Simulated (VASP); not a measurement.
A run of VASP 6.6.1 is set up as follows.

File INCAR:

```
PREC     = Accurate       # precision mode
ENCUT    = 600            # plane-wave cutoff, eV
EDIFF    = 1E-6           # SCF threshold, eV
ISMEAR   = 0              # smearing method
SIGMA    = 0.05           # smearing width, eV
LREAL    = False          # projectors in reciprocal space
LASPH    = True           # aspherical terms in the spheres
NELM     = 200            # most SCF steps
ALGO     = Normal         # electronic algorithm
ISIF     = 2              # what is computed and relaxed
LWAVE    = False          # write WAVECAR
LCHARG   = False          # write CHGCAR
GGA      = PE             # functional
NBANDS   = 31             # bands
GGA_COMPAT= False        
LMAXMIX  = 6              # l up to which the mixer works
```

The input KPOINTS:

```
regular mesh
0
Gamma
  3 6 6
```

Contents of POSCAR:

```
Yb
1.0
   -4.3029660000      4.3029660000      4.3029660000
    2.1514830000     -2.1514830000      2.1514830000
    2.1514830000      2.1514830000     -2.1514830000
Yb
2
Direct
    0.0000000000      0.0000000000      0.0000000000
    0.5000000000      0.0000000000      0.0000000000
```

Potentials or basis: VASP PAW PBE potentials, release 64 (Yb).

Launch:

```sh
$ cat potpaw_PBE.64/Yb/POTCAR > POTCAR
$ mpirun -np 1 vasp_std > vasp.out
```

Estimate the pressure.

-3.5 GPa.

Estimate the band gap on the k mesh.

zero (bands 24 and 25 overlap by 0.39 eV).

Caveat: the cell stands under tension; spin-orbit coupling is left out, which moves the levels of the heavy elements. Spin polarisation is off, so any magnetic state and its effect on volume and gap are missing.
